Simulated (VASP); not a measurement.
# Cs (Fd-3m) in VASP: further runs

Cs is run at these levels: PBE; tasks: single point.

All numbers are computed with VASP 6.6.1; they aren't measurements. Logs are shortened: lines on timing, memory, paths and dates and some standing lists are left out, and cuts for length are marked.

## Step 1: The cell of the first run

It takes space group Fd-3m (No. 227, cubic). Conventional cell: a = 9.072 Å, b = 9.072 Å, c = 9.072 Å, α = 90.00°, β = 90.00°, γ = 90.00°. Cs (site symmetry -43m) has 4 Cs at 3.93 Å within 5.2 Å.

This isn't the form of Cs at room conditions, which is bcc.

## Step 2: Single point, PBE (93.32 Å³/atom)

Input file INCAR:

```
ALGO = Normal
EDIFF = 1E-6
ENCUT = 520
GGA = PE
ISIF = 2
ISMEAR = -1
LASPH = True
LCHARG = False
LREAL = False
LWAVE = False
NBANDS = 16
NELM = 100
PREC = Accurate
SIGMA = 0.08
```

Input file KPOINTS:

```
k-points
0
Gamma
  6 6 6
```

Input file POSCAR:

```
Cs
1.0
    0.0000000000      4.5358718031      4.5358718031
    4.5358718031      0.0000000000      4.5358718031
    4.5358718031      4.5358718031      0.0000000000
Cs
2
Direct
   -0.1250000000     -0.1250000000     -0.1250000000
    0.1250000000      0.1250000000      0.1250000000
```

Potentials or basis: VASP PAW PBE potentials, release 64 (Cs_sv).

The run is started by

```sh
> cat potpaw_PBE.64/Cs_sv/POTCAR > POTCAR
> mpirun -np 1 vasp_std > vasp.out
```

OUTCAR:

```text
EDIFF = 1E-6
   ENCUT = 520
   GGA = PE
   ISIF = 2
   ISMEAR = -1
   LASPH = True
   LREAL = False
   NELM = 100
   PREC = Accurate

 ion  position               nearest neighbor table
   1  0.875  0.875  0.875-
   2  0.125  0.125  0.125-

  LATTYP: Found a face centered cubic cell.
 ALAT       =     9.0717436062

  Lattice vectors:

 A1 = (   0.0000000000,   4.5358718031,   4.5358718031)
 A2 = (   4.5358718031,   0.0000000000,   4.5358718031)
 A3 = (   4.5358718031,   4.5358718031,   0.0000000000)

Analysis of symmetry for initial positions (statically):
=====================================================================
 Subroutine PRICEL returns:
 Original cell was already a primitive cell.

 Routine SETGRP: Setting up the symmetry group for a
 face centered cubic supercell.

 Subroutine GETGRP returns: Found 48 space group operations
 (whereof 12 operations were pure point group operations)
 out of a pool of 48 trial point group operations.

The static configuration has the point symmetry D_3d.
 The point group associated with its full space group is O_h .

Analysis of symmetry for dynamics (positions and initial velocities):
=====================================================================
 Subroutine PRICEL returns:
 Original cell was already a primitive cell.

 Routine SETGRP: Setting up the symmetry group for a
 face centered cubic supercell.

 Subroutine GETGRP returns: Found 48 space group operations
 (whereof 12 operations were pure point group operations)
 out of a pool of 48 trial point group operations.

The dynamic configuration has the point symmetry D_3d.
 The point group associated with its full space group is O_h .

 Subroutine INISYM returns: Found 48 space group operations
 (whereof 12 operations are pure point group operations),
 and found     1 'primitive' translations

----------------------------------------------------------------------------------------

                                     Primitive cell

  volume of cell :     186.6433

  direct lattice vectors                    reciprocal lattice vectors
     0.000000000  4.535871803  4.535871803    -0.110232392  0.110232392  0.110232392
     4.535871803  0.000000000  4.535871803     0.110232392 -0.110232392  0.110232392
     4.535871803  4.535871803  0.000000000     0.110232392  0.110232392 -0.110232392

  length of vectors
     6.414691421  6.414691421  6.414691421     0.190928104  0.190928104  0.190928104

  position of ions in fractional coordinates (direct lattice)
     0.875000000  0.875000000  0.875000000
     0.125000000  0.125000000  0.125000000

  ion indices of the primitive-cell ions
   primitive index   ion index
                 1           1
                 2           2

----------------------------------------------------------------------------------------

 KPOINTS: k-points

Automatic generation of k-mesh.
 Grid dimensions read from file:
 generate k-points for:    6    6    6

 Generating k-lattice:

  Cartesian coordinates                     Fractional coordinates (reciprocal lattice)
    -0.018372065  0.018372065  0.018372065     0.166666667  0.000000000  0.000000000
     0.018372065 -0.018372065  0.018372065     0.000000000  0.166666667  0.000000000
     0.018372065  0.018372065 -0.018372065     0.000000000  0.000000000  0.166666667

  Length of vectors
     0.031821351  0.031821351  0.031821351

  Shift w.r.t. Gamma in fractional coordinates (k-lattice)
     0.000000000  0.000000000  0.000000000

 Subroutine IBZKPT returns following result:
 ===========================================

 Found     16 irreducible k-points:

 Following reciprocal coordinates:
            Coordinates               Weight
  0.000000  0.000000  0.000000      1.000000
  0.166667  0.000000  0.000000      8.000000
  0.333333  0.000000  0.000000      8.000000
  0.500000  0.000000  0.000000      4.000000
  0.166667  0.166667  0.000000      6.000000
  0.333333  0.166667  0.000000     24.000000
[... 8 lines left out ...]
 -0.333333  0.333333  0.166667     24.000000
 -0.333333  0.500000  0.166667     12.000000
   k-points           NKPTS =     16   k-points in BZ     NKDIM =     16   number of bands    NBANDS=     16
   number of dos      NEDOS =    301   number of ions     NIONS =      2
   total plane-waves  NPLWV = 110592
   dimension x,y,z NGX =    48 NGY =   48 NGZ =   48
   dimension x,y,z NGXF=    96 NGYF=   96 NGZF=   96
   ions per type =               2
   NGX,Y,Z   is equivalent  to a cutoff of  12.44, 12.44, 12.44 a.u.
   NGXF,Y,Z  is equivalent  to a cutoff of  24.88, 24.88, 24.88 a.u.
 SYSTEM =  unknown system
   PREC   = accura    normal or accurate (medium, high low for compatibility)
   ISTART =      0    job   : 0-new  1-cont  2-samecut
   ICHARG =      2    charge: 1-file 2-atom 10-const
   ISPIN  =      1    spin polarized calculation?
   LNONCOLLINEAR =      F non collinear calculations
   LSORBIT =      F    spin-orbit coupling
   LASPH  =      T    aspherical Exc in radial PAW
   ENCUT  =  520.0 eV  38.22 Ry    6.18 a.u.  11.93 11.93 11.93*2*pi/ulx,y,z
   NELM   =    100;   NELMIN=  2; NELMDL= -5     # of ELM steps
   EDIFF  = 0.1E-05   stopping-criterion for ELM
   LREAL  =      F    real-space projection
   EDIFFG = 0.1E-04   stopping-criterion for IOM
   NSW    =      0    number of steps for IOM
   IBRION =     -1    ionic relax: 0-MD 1-quasi-New 2-CG
   NFREE  =      0    steps in history (QN), initial steepest desc. (CG)
   ISIF   =      2    stress and relaxation
   ISYM   =      2    0-nonsym 1-usesym 2-fastsym
   POTIM  = 0.5000    time-step for ionic-motion
   TEBEG  =    0.0;   TEEND  =   0.0 temperature during run
   PSTRESS=    0.0 pullay stress
   NELECT =      18.0000    total number of electrons
   NUPDOWN=      -1.0000    fix difference up-down
   EMIN   =  10.00;   EMAX   =-10.00  energy-range for DOS
   EFERMI =   0.00;   METHOD = LEGACY
   ISMEAR =    -1;   SIGMA  =   0.08  broadening in eV -4-tet -1-fermi 0-gaus
   EFERMI_NEDOS =   21; number of points for ismear=-14 and -15
   IALGO  =     38    algorithm
   IMIX   =      4    mixing-type and parameters
     AMIX     =   0.40;   BMIX     =  1.00
     AMIX_MAG =   1.60;   BMIX_MAG =  1.00
  volume/ion in A,a.u.               =      93.32       629.77
[... 47 lines left out ...]
      2     -23.2373      2.00000
      3     -10.4662      2.00000
      4     -10.4662      2.00000
      5     -10.4508      2.00000
      6      -9.8978      2.00000
[... 8 lines left out ...]
     15       3.0173      0.00000
     16       3.4884      0.00000

 k-point     3 :       0.3333    0.0000    0.0000
  band No.  band energies     occupation
      1     -23.4121      2.00000
      2     -23.2646      2.00000
      3     -10.5008      2.00000
      4     -10.5008      2.00000
      5     -10.4607      2.00000
      6      -9.8941      2.00000
[... 8 lines left out ...]
     15       2.9929      0.00000
     16       3.9124      0.00000

 k-point     4 :       0.5000    0.0000    0.0000
  band No.  band energies     occupation
      1     -23.3943      2.00000
      2     -23.2829      2.00000
      3     -10.5166      2.00000
      4     -10.5166      2.00000
      5     -10.4667      2.00000
      6      -9.8908      2.00000
[... 8 lines left out ...]
     15       2.9030      0.00000
     16       4.2798      0.00000

 k-point     5 :       0.1667    0.1667    0.0000
  band No.  band energies     occupation
      1     -23.4345      2.00000
      2     -23.2414      2.00000
      3     -10.4885      2.00000
      4     -10.4885      2.00000
      5     -10.4126      2.00000
      6      -9.9403      2.00000
[... 8 lines left out ...]
     15       3.0551      0.00000
     16       3.3854      0.00000

 k-point     6 :       0.3333    0.1667    0.0000
  band No.  band energies     occupation
      1     -23.4121      2.00000
      2     -23.2646      2.00000
      3     -10.5309      2.00000
      4     -10.5227      2.00000
      5     -10.3865      2.00000
      6      -9.9703      2.00000
[... 8 lines left out ...]
     15       3.3035      0.00000
     16       3.4416      0.00000

 k-point     7 :       0.5000    0.1667    0.0000
  band No.  band energies     occupation
      1     -23.3870      2.00000
      2     -23.2905      2.00000
      3     -10.5684      2.00000
      4     -10.5357      2.00000
      5     -10.3763      2.00000
      6      -9.9793      2.00000
[... 8 lines left out ...]
     15       3.1785      0.00000
     16       3.9320      0.00000

 k-point     8 :      -0.3333    0.1667    0.0000
  band No.  band energies     occupation
      1     -23.3944      2.00000
      2     -23.2829      2.00000
      3     -10.5683      2.00000
      4     -10.5167      2.00000
      5     -10.3900      2.00000
      6      -9.9636      2.00000
[... 8 lines left out ...]
     15       3.1763      0.00000
     16       3.8737      0.00000

 k-point     9 :      -0.1667    0.1667    0.0000
  band No.  band energies     occupation
      1     -23.4218      2.00000
      2     -23.2546      2.00000
      3     -10.5245      2.00000
      4     -10.4818      2.00000
      5     -10.4221      2.00000
      6      -9.9294      2.00000
[... 8 lines left out ...]
     15       3.4230      0.00000
     16       3.4341      0.00000

 k-point    10 :       0.3333    0.3333    0.0000
  band No.  band energies     occupation
      1     -23.3944      2.00000
      2     -23.2829      2.00000
      3     -10.5574      2.00000
      4     -10.5574      2.00000
      5     -10.3182      2.00000
      6     -10.0492      2.00000
[... 8 lines left out ...]
     15       3.0479      0.00000
     16       3.5165      0.00000

 k-point    11 :       0.5000    0.3333    0.0000
  band No.  band energies     occupation
      1     -23.3667      2.00000
      2     -23.3110      2.00000
      3     -10.5895      2.00000
      4     -10.5708      2.00000
      5     -10.2659      2.00000
      6     -10.1002      2.00000
[... 8 lines left out ...]
     15       3.2215      0.00000
     16       3.6532      0.00000

 k-point    12 :      -0.3333    0.3333    0.0000
  band No.  band energies     occupation
      1     -23.3667      2.00000
      2     -23.3110      2.00000
      3     -10.6036      2.00000
      4     -10.5519      2.00000
      5     -10.2946      2.00000
      6     -10.0634      2.00000
[... 8 lines left out ...]
     15       3.5833      0.00000
     16       3.6067      0.00000

 k-point    13 :       0.5000    0.5000    0.0000
  band No.  band energies     occupation
      1     -23.3390      2.00000
      2     -23.3390      2.00000
      3     -10.5872      2.00000
      4     -10.5872      2.00000
      5     -10.1871      2.00000
      6     -10.1871      2.00000
[... 8 lines left out ...]
     15       3.6764      0.00000
     16       3.6764      0.00000

 k-point    14 :       0.5000    0.3333    0.1667
  band No.  band energies     occupation
      1     -23.3870      2.00000
      2     -23.2904      2.00000
      3     -10.5790      2.00000
      4     -10.5454      2.00000
      5     -10.3281      2.00000
      6     -10.0306      2.00000
[... 8 lines left out ...]
     15       3.3844      0.00000
     16       3.5760      0.00000

 k-point    15 :      -0.3333    0.3333    0.1667
  band No.  band energies     occupation
      1     -23.3668      2.00000
      2     -23.3110      2.00000
      3     -10.5971      2.00000
      4     -10.5611      2.00000
      5     -10.2886      2.00000
      6     -10.0688      2.00000
[... 8 lines left out ...]
     15       3.5924      0.00000
     16       3.6341      0.00000

 k-point    16 :      -0.3333    0.5000    0.1667
  band No.  band energies     occupation
      1     -23.3390      2.00000
      2     -23.3390      2.00000
      3     -10.5902      2.00000
      4     -10.5902      2.00000
      5     -10.1814      2.00000
      6     -10.1814      2.00000
[... 8 lines left out ...]
     15       3.5113      0.00000
     16       3.5113      0.00000

------------------------ aborting loop because EDIFF is reached ----------------------------------------

  FORCE on cell =-STRESS in cart. coord.  units (eV):
  Direction    XX          YY          ZZ          XY          YZ          ZX
  --------------------------------------------------------------------------------------
  -------------------------------------------------------------------------------------
  Total        1.1483236      1.1483236      1.1483236     -0.0000000      0.0000000      0.0000000
  in kB        9.8574037      9.8574037      9.8574037     -0.0000000      0.0000000      0.0000000
  external PRESSURE =       9.8574037 kB  Pullay stress =       0.0000000 kB

 VOLUME and BASIS-vectors are now :
 -----------------------------------------------------------------------------
  energy-cutoff  :      520.00
  volume of cell :      186.64
      direct lattice vectors                 reciprocal lattice vectors
     0.000000000  4.535871803  4.535871803    -0.110232392  0.110232392  0.110232392
     4.535871803  0.000000000  4.535871803     0.110232392 -0.110232392  0.110232392
     4.535871803  4.535871803  0.000000000     0.110232392  0.110232392 -0.110232392

 POSITION                                       TOTAL-FORCE (eV/Angst)
 -----------------------------------------------------------------------------------
      7.93778      7.93778      7.93778        -0.000000     -0.000000     -0.000000
      1.13397      1.13397      1.13397         0.000000      0.000000      0.000000
 -----------------------------------------------------------------------------------
    total drift:                                0.000000      0.000000      0.000000

  FREE ENERGIE OF THE ION-ELECTRON SYSTEM (eV)
  ---------------------------------------------------
  free  energy   TOTEN  =        -0.7991687509 eV

  energy  without entropy=       -0.7243782740  energy(sigma->0) =       -0.76177351
```

Wall time 62 s (1 thread of Intel Xeon 8259CL, shared host); peak memory 0.3 GiB.

Results:

| Property | Result |
| --- | --- |
| Free energy | -0.7992 eV |
| Pressure | 1.0 GPa |
| Band gap on the k mesh | zero (bands 9 and 10 overlap by 0.04 eV) |

Caveat: spin-orbit coupling is left out, which moves the levels of the heavy elements.

## Step 3: Single point, PBE (111.99 Å³/atom)

This run uses another cell than the first one, of 111.99 Å³/atom.

Input file INCAR:

```
ALGO = Normal ; EDIFF = 1E-6
ENCUT = 520 ; GGA = PE
ISIF = 2 ; ISMEAR = -1
LASPH = T ; LCHARG = F
LREAL = F ; LWAVE = F
NBANDS = 16 ; NELM = 60
PREC = Accurate ; SIGMA = 0.08
```

KPOINTS is that of step 2.

Input file POSCAR:

```
Cs
1.0
    0.0000000000      4.8200830402      4.8200830402
    4.8200830402      0.0000000000      4.8200830402
    4.8200830402      4.8200830402      0.0000000000
Cs
2
Direct
   -0.1250000000     -0.1250000000     -0.1250000000
    0.1250000000      0.1250000000      0.1250000000
```

Potentials or basis: VASP PAW PBE potentials, release 64 (Cs_sv).

The run is started by

```sh
> cat potpaw_PBE.64/Cs_sv/POTCAR > POTCAR
> mpirun -np 1 vasp_std > vasp.out
```

Run time: 86 s. Hardware: 1 thread of Intel Xeon 8259CL, shared host; peak memory 0.39 GiB.

The run converged. Its results:

| Item | Value |
| --- | --- |
| Free energy | -0.9817 eV |
| Pressure | 0.6 GPa |
| Band gap on the k mesh | zero (bands 9 and 10 overlap by 0.13 eV) |

Levels at points of the mesh, in eV from the Fermi level:
```tsv
k point	band 5	band 6	band 7	band 8	band 9	band 10	band 11	band 12	band 13	band 14
(0.00, 0.00, 0.00)	-11.40	-11.04	-11.04	-11.04	-1.70	1.17	1.17	1.53	1.53	1.53
(0.50, 0.00, 0.00)	-11.41	-11.04	-10.99	-10.99	-0.48	-0.02	0.97	0.97	1.57	1.72
(0.50, 0.50, 0.00)	-11.23	-11.23	-10.95	-10.95	0.04	0.04	0.72	0.72	1.77	1.77
```

Caveat: spin-orbit coupling is left out, which moves the levels of the heavy elements.

## Step 4: Single point, PBE (111.99 Å³/atom)

This run uses another cell than the first one, of 111.99 Å³/atom.

Input file INCAR:

```
SYSTEM = Cs
  PREC = Accurate
  ENCUT = 520
  EDIFF = 1E-6
  ISMEAR = -1
  SIGMA = 0.08
  LREAL = .False.
  LASPH = .True.
  NELM = 80
  ALGO = Normal
  ISIF = 2
  LWAVE = .False.
  LCHARG = .True.
  GGA = PE
  LELF = .True.
  LVHAR = .True.
  NBANDS = 16
```

Input file KPOINTS:

```
Automatic mesh
0
Gamma
  6 6 6
  0 0 0
```

POSCAR is that of step 3.

The run is started by

```sh
> cat potpaw_PBE.64/Cs_sv/POTCAR > POTCAR
> mpirun -np 1 vasp_std > vasp.out
```

Run time: 97 s. Hardware: 1 thread of Intel Xeon 8259CL, shared host; peak memory 0.39 GiB.

The run converged. Its results:

* Free energy: -0.9817 eV
* Pressure: 0.6 GPa
* Band gap on the k mesh: zero (bands 9 and 10 overlap by 0.13 eV)

Levels at points of the mesh, in eV from the Fermi level:
```tsv
k point	band 5	band 6	band 7	band 8	band 9	band 10	band 11	band 12	band 13	band 14
(0.00, 0.00, 0.00)	-11.40	-11.04	-11.04	-11.04	-1.70	1.17	1.17	1.53	1.53	1.53
(0.50, 0.00, 0.00)	-11.41	-11.04	-10.99	-10.99	-0.48	-0.02	0.97	0.97	1.57	1.72
(0.50, 0.50, 0.00)	-11.23	-11.23	-10.95	-10.95	0.04	0.04	0.72	0.72	1.77	1.77
```

Caveat: spin-orbit coupling is left out, which moves the levels of the heavy elements.

## Step 5: Single point, PBE (130.65 Å³/atom)

This run uses another cell than the first one, of 130.65 Å³/atom.

Input file INCAR:

```
  PREC = Accurate
  ENCUT = 520
  EDIFF = 1E-6
  ISMEAR = -1
  SIGMA = 0.08
  LREAL = F
  LASPH = T
  NELM = 100
  ALGO = Normal
  ISIF = 2
  LWAVE = F
  LCHARG = T
  GGA = PE
  LELF = T
  LVHAR = T
  NBANDS = 16
```

Input file KPOINTS:

```
regular mesh
0
Gamma
  6 6 6
```

Input file POSCAR:

```
Cs
1.0
    0.0000000000      5.0742296288      5.0742296288
    5.0742296288      0.0000000000      5.0742296288
    5.0742296288      5.0742296288      0.0000000000
Cs
2
Direct
   -0.1250000000     -0.1250000000     -0.1250000000
    0.1250000000      0.1250000000      0.1250000000
```

The run is started by

```sh
> cat potpaw_PBE.64/Cs_sv/POTCAR > POTCAR
> mpirun -np 1 vasp_std > vasp.out
```

Run time: 2.1 min. Hardware: 1 thread of Intel Xeon 8259CL, shared host; peak memory 0.41 GiB.

Results (log left out):

```
Free energy            : -1.0998 eV
Pressure               : 0.4 GPa
Band gap on the k mesh : zero (bands 9 and 10 overlap by 0.19 eV)
```

Levels at points of the mesh, in eV from the Fermi level:
```
           k point  band 5  band 6  band 7  band 8  band 9  band 10  band 11  band 12  band 13  band 14
(0.00, 0.00, 0.00)  -11.31  -11.06  -11.06  -11.06   -1.60     1.22     1.22     1.45     1.45     1.45
(0.50, 0.00, 0.00)  -11.31  -11.07  -11.04  -11.04   -0.55    -0.03     1.01     1.01     1.43     1.69
(0.50, 0.50, 0.00)  -11.19  -11.19  -11.01  -11.01    0.06     0.06     0.59     0.59     1.75     1.75
```

Caveat: spin-orbit coupling is left out, which moves the levels of the heavy elements.

## Step 6: Single point, PBE (130.65 Å³/atom)

This run uses another cell than the first one, of 130.65 Å³/atom.

Input file INCAR:

```
SYSTEM = Cs
  PREC = Accurate
  ENCUT = 520
  EDIFF = 1E-6
  ISMEAR = -1
  SIGMA = 0.08
  LREAL = .FALSE.
  LASPH = .TRUE.
  NELM = 60
  ALGO = Normal
  ISIF = 2
  LWAVE = .FALSE.
  LCHARG = .FALSE.
  GGA = PE
  NBANDS = 16
```

Input file KPOINTS:

```
regular mesh
0
G
  6 6 6
  0 0 0
```

POSCAR is that of step 5.

Potentials or basis: VASP PAW PBE potentials, release 64 (Cs_sv).

The run is started by

```sh
> cat potpaw_PBE.64/Cs_sv/POTCAR > POTCAR
> mpirun -np 1 vasp_std > vasp.out
```

Wall time 1.8 min (1 thread of Intel Xeon 8259CL, shared host); peak memory 0.41 GiB.

It converged, with:

| Property | Result |
| --- | --- |
| Free energy | -1.0998 eV |
| Pressure | 0.4 GPa |
| Band gap on the k mesh | zero (bands 9 and 10 overlap by 0.19 eV) |

Levels at points of the mesh, in eV from the Fermi level:
```
           k point  band 7  band 8  band 9  band 10  band 11  band 12
(0.00, 0.00, 0.00)  -11.06  -11.06   -1.60     1.22     1.22     1.45
(0.50, 0.00, 0.00)  -11.04  -11.04   -0.55    -0.03     1.01     1.01
(0.50, 0.50, 0.00)  -11.01  -11.01    0.06     0.06     0.59     0.59
```

Caveat: spin-orbit coupling is left out, which moves the levels of the heavy elements.

## Step 7: Summary

```csv
cell,gap on the mesh (eV),pressure (GPa)
"a = 6.415 Å, angles 60.0°, 2 atoms",none,1.0
"a = 6.817 Å, angles 60.0°, 2 atoms",none,0.6
"a = 7.176 Å, angles 60.0°, 2 atoms",none,0.4
```

Alike in all rows: task single point; level PBE; potentials or basis VASP PAW PBE potentials, release 64 (Cs_sv); no spin polarisation; k mesh 6 × 6 × 6; cutoff (eV) 520; smearing fermi-dirac 0.08 eV.

Caveats: spin-orbit coupling is left out, which moves the levels of the heavy elements.

Total energies depend on the potentials used, so only differences within one code and one set of settings carry meaning.
